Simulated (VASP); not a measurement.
A run of VASP 6.6.1:

File POSCAR:

```
Ga
1.0
    2.2800686360     -3.8642935040      0.0000000000
    2.2800686360      3.8642935040      0.0000000000
    0.0000000000      0.0000000000      4.5662030320
Ga
4
Direct
    0.1525000000      0.8475000000      0.0785000000
    0.6525000000      0.3475000000      0.4215000000
    0.8475000000      0.1525000000      0.9215000000
    0.3475000000      0.6525000000      0.5785000000
```

Contents of INCAR.step1:

```
SYSTEM = Ga
ALGO = Normal
EDIFF = 1E-4
ENCUT = 520
GGA = PE
ISMEAR = 0
LASPH = .True.
LCHARG = .False.
LREAL = .False.
LWAVE = .True.
NBANDS = 34
NELM = 100
PREC = Accurate
SIGMA = 0.1
```

File INCAR.step2:

```
SYSTEM = Ga
ALGO = Normal
EDIFF = 1E-6
ENCUT = 520
ISIF = 2
ISMEAR = 0
ISTART = 1
LASPH = .True.
LCHARG = .False.
LMIXTAU = .True.
LREAL = .False.
LWAVE = .False.
METAGGA = R2SCAN
NBANDS = 34
NELM = 100
PREC = Accurate
SIGMA = 0.1
```

The input KPOINTS:

```
k-points
0
Gamma
  12 12 10
  0 0 0
```

Potentials or basis: VASP PAW PBE potentials, release 64 (Ga_d).

Command:

```console
$ cat potpaw_PBE.64/Ga_d/POTCAR > POTCAR
$ cp INCAR.step1 INCAR
$ mpirun -np 1 vasp_std > vasp.out
$ cp INCAR.step2 INCAR
$ mpirun -np 1 vasp_std > vasp.out
```

Hardware: 1 thread of Intel(R) Xeon(R) Platinum 8259CL CPU @ 2.50GHz (Skylake/Cascade Lake), on a shared host.

How long does it take, and how much memory?

It took 29 min on 1 thread of Intel(R) Xeon(R) Platinum 8259CL CPU @ 2.50GHz (Skylake/Cascade Lake), on a shared host, peak memory 0.58 GiB. Counts: k points 258.
